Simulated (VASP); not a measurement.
Ho2O, 6 atoms in the cell. It takes space group P4_2/nmc (No. 137, tetragonal). Conventional cell: a = 3.710 Å, b = 3.710 Å, c = 10.446 Å, α = 90.00°, β = 90.00°, γ = 90.00°. Within 2.9 Å of Ho (site symmetry 2mm) lie 2 O at 2.21 Å. O (site symmetry -4m2) has 4 Ho at 2.21 Å within 2.9 Å. 

* Program: VASP 6.6.1
* Task: single point
* Functional: PBE
* Potentials or basis: VASP PAW PBE potentials, release 64 (Ho_3, O), 4f in core
* Cutoff: 520 eV
* k mesh: 8 × 8 × 4
* Occupations: gaussian, width 0.1 eV
* Spin: no spin polarisation
* Dipole correction: no
* k mesh for the DOS: 12 × 12 × 6
* Mended: yes
* Occupations for the DOS: tetrahedron
* Further INCAR settings: ALGO = Normal; EDIFF = 1e-06

Potentials or basis: VASP PAW PBE potentials, release 64 (Ho_3, O), 4f in core.

The run is started by

```console
$ cat potpaw_PBE.64/Ho_3/POTCAR potpaw_PBE.64/O/POTCAR > POTCAR
$ cp INCAR.step1 INCAR
$ cp KPOINTS.step1 KPOINTS
$ mpirun -np 1 vasp_std > vasp.out
$ cp INCAR.step2 INCAR
$ cp KPOINTS.step2 KPOINTS
$ mpirun -np 1 vasp_std > vasp.out
```

Hardware: 1 thread of Intel(R) Xeon(R) 6975P-C (Granite Rapids) (shared host).

Q: Estimate the wall time of this run.

A: It took 5.5 min on 1 thread of Intel(R) Xeon(R) 6975P-C (Granite Rapids), on a shared host, peak memory 0.49 GiB. Counts: k points 112.
